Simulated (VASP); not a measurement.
Wanted: the native input for a VASP 6.6.1 run.

* Task: single point
* Functional: PBE
* Potentials or basis: VASP PAW PBE potentials, release 64 (Yb)
* Cutoff: 520 eV
* k mesh: 10 × 10 × 10
* Occupations: methfessel-paxton, width 1 eV
* Spin: no spin polarisation
* Dipole correction: no
* Further INCAR settings: ALGO = Normal; EDIFF = 1e-06; NBANDS = 18

The structure of Yb lies in POSCAR:

```
Yb
1.0
    0.0000000000      2.6151647068      2.6151647068
    2.6151647068      0.0000000000      2.6151647068
    2.6151647068      2.6151647068      0.0000000000
Yb
1
Direct
    0.0000000000      0.0000000000      0.0000000000
```

One way to write it, as run:

INCAR

```
PREC = Accurate
ENCUT = 520
EDIFF = 1E-6
ISMEAR = 1
SIGMA = 1.0
LREAL = False
LASPH = True
NELM = 80
ALGO = Normal
ISIF = 2
LWAVE = False
LCHARG = True
GGA = PE
LELF = True
LVHAR = True
NBANDS = 18
```

KPOINTS

```
Automatic mesh
0
Gamma
  10 10 10
```

Potentials or basis: VASP PAW PBE potentials, release 64 (Yb).

Launch:

```sh
$ cat potpaw_PBE.64/Yb/POTCAR > POTCAR
$ mpirun -np 1 vasp_std > vasp.out
```

Results of the run:

The pressure is -0.1 GPa and the band gap on the k mesh is zero (bands 12 and 13 overlap by 0.02 eV).

Caveat: so wide a smearing shifts energies and pressures; spin-orbit coupling is left out, which moves the levels of the heavy elements.

It took 2 min on 1 thread of Intel Xeon 8259CL (shared host), peak memory 0.18 GiB.
